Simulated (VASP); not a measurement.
CaO: single point with PBE

The system is CaO.

```
Ca O
1.0
     3.96093    0.00000    0.00000
    -1.98047    3.43027    0.00000
     0.00000    0.00000    4.78237
Ca O
2 2
Direct
  0.33333 0.66667 0.93750
  0.66667 0.33333 0.43750
  0.33333 0.66667 0.43750
  0.66667 0.33333 0.93750
```

This cell differs from its parent crystal: epitaxial xy strain -0.5%.

```
Program             : VASP 6.6.1
Task                : single point
Functional          : PBE
Potentials or basis : VASP PAW PBE potentials, release 64 (Ca_sv, O)
Cutoff              : 520 eV
k mesh              : 12 × 12 × 6
Occupations         : fermi-dirac, width 0.02 eV
Spin                : no spin polarisation
```

| Property | Result |
| --- | --- |
| Pressure | 3.0 GPa |
| Band gap on the k mesh | 3.24 eV |

Stress tensor (GPa, compression positive):
```
3.13 0.00 0.00
0.00 3.13 0.00
0.00 0.00 2.62
```

Levels at points of the mesh, in eV from the valence-band top:
| k point | band 12 | band 13 | band 14 | band 15 | band 16 | band 17 | band 18 | band 19 | band 20 | band 21 |
| --- | --- | --- | --- | --- | --- | --- | --- | --- | --- | --- |
| (0.00, 0.00, 0.00) | -1.21 | -1.18 | -1.18 | -1.10 | 0.00 | 3.24 | 6.20 | 6.20 | 7.72 | 7.82 |
| (0.50, 0.00, 0.00) | -1.07 | -0.85 | -0.84 | -0.61 | -0.38 | 4.73 | 5.29 | 5.29 | 7.69 | 7.82 |
| (0.00, 0.00, 0.50) | -1.58 | -1.31 | -1.31 | -1.31 | -1.31 | 5.05 | 5.05 | 7.84 | 7.84 | 7.84 |
| (0.50, 0.00, 0.50) | -2.08 | -1.07 | -1.07 | -0.75 | -0.75 | 5.39 | 5.39 | 7.37 | 7.37 | 8.03 |

It took 2.8 min on 1 thread of Oxide Virtual Turin-like Processor (shared host), peak memory 0.21 GiB.

Caveat: the cell differs from its parent crystal (epitaxial xy strain -0.5%); the structure was generated, so it needn't be the stable form of CaO. A k mesh can miss the band edges.
